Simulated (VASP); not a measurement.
Write the native input for VASP 6.6.1 that does the following.

```yaml
Task: single point
Functional: LDA
Potentials_or_basis: VASP PAW LDA potentials, release 64 (La, Te)
Cutoff: 500 eV
k_mesh: 7 × 7 × 7
Occupations: methfessel-paxton, width 0.25 eV
Spin: no spin polarisation
Dipole_correction: no
Further_INCAR_settings: ALGO = Normal; EDIFF = 1e-06; NBANDS = 16
```

The structure of LaTe lies in POSCAR:

```
LaTe
1.0
    3.9360900000      0.0000000000      0.0000000000
    0.0000000000      3.9360900000      0.0000000000
    0.0000000000      0.0000000000      3.9360900000
La Te
1 1
Direct
    0.0000000000      0.0000000000      0.0000000000
    0.5000000000      0.5000000000      0.5000000000
```

These files were run (other wordings do the same):

INCAR

```
SYSTEM = LaTe
PREC = Accurate ; ENCUT = 500
EDIFF = 1E-6 ; ISMEAR = 1
SIGMA = 0.25 ; LREAL = .False.
LASPH = .True. ; NELM = 200
ALGO = Normal ; ISIF = 2
LWAVE = .False. ; LCHARG = .False.
GGA = CA ; NBANDS = 16
GGA_COMPAT = .False. ; LMAXMIX = 6
```

KPOINTS

```
regular mesh
0
Gamma
  7 7 7
  0 0 0
```

Potentials or basis: VASP PAW LDA potentials, release 64 (La, Te).

Command:

```sh
$ cat potpaw_LDA.64/La/POTCAR potpaw_LDA.64/Te/POTCAR > POTCAR
$ mpirun -np 1 vasp_std > vasp.out
```

Results of the run:

```yaml
Pressure: -4.3 GPa
Band_gap_on_the_k_mesh: zero (an odd number of electrons rules out a gap without spin polarisation)
```

Caveat: the cell stands under tension; spin-orbit coupling is left out, which moves the levels of the heavy elements.

Run time: 12 s on 1 thread of AMD EPYC 7R13 Processor (Zen 3) (shared host), peak memory 0.14 GiB.
